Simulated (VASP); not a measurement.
## AlB3Sb4: single point with PBE

The system is AlB3Sb4.

```xyz
8
Lattice="-2.7672 2.7672 5.4926 2.7672 -2.7672 5.4926 2.7672 2.7672 -5.4926" Properties=species:S:1:pos:R:3 pbc="T T T"
B     0.0000    2.7672    2.7463
B     0.0000    0.0000    5.4926
B     2.7672    0.0000    2.7463
Sb    1.2533   -1.2533    4.0308
Sb    1.2533    1.2533    6.9544
Sb   -1.2533    1.2533    4.0308
Sb    1.5139    1.5139    1.4618
Al    0.0000    0.0000    0.0000
```

* Program: VASP 6.6.1
* Task: single point
* Functional: PBE
* Potentials or basis: VASP PAW PBE potentials, release 64 (B, Sb, Al)
* Cutoff: 520 eV
* k mesh: 6 × 6 × 6
* Occupations: gaussian, width 0.01 eV
* Spin: no spin polarisation

The pressure is 0.3 GPa, the largest force is 0.005 eV/Å and the band gap on the k mesh is 0.29 eV.

Forces in eV/Å, atoms in the order of the input:
```
B    0.000  0.000  0.000
B    0.000  0.000  0.000
B    0.000  0.000  0.000
Sb   0.001 -0.001 -0.004
Sb   0.001  0.001  0.004
Sb  -0.001  0.001 -0.004
Sb  -0.001 -0.001  0.004
Al   0.000  0.000  0.000
```

Levels at points of the mesh, in eV from the valence-band top:
| k point | band 14 | band 15 | band 16 | band 17 | band 18 | band 19 |
| --- | --- | --- | --- | --- | --- | --- |
| (0.00, 0.00, 0.00) | -0.14 | 0.00 | 0.00 | 0.29 | 0.88 | 2.18 |
| (0.50, 0.00, 0.00) | -2.30 | -1.69 | -1.48 | 2.21 | 2.35 | 2.56 |
| (0.50, 0.50, 0.00) | -1.59 | -1.04 | -0.99 | 0.72 | 1.54 | 1.87 |
| (0.50, 0.50, 0.50) | -2.69 | -1.62 | -1.62 | 0.68 | 0.85 | 0.94 |

It took 2.9 min on 1 thread of Intel(R) Xeon(R) Platinum 8259CL CPU @ 2.50GHz (Skylake/Cascade Lake) (shared host), peak memory 0.41 GiB.

Caveat: semilocal functionals underestimate gaps, and a narrow one can read as zero; spin-orbit coupling is left out, which moves the levels of the heavy elements. A k mesh can miss the band edges.
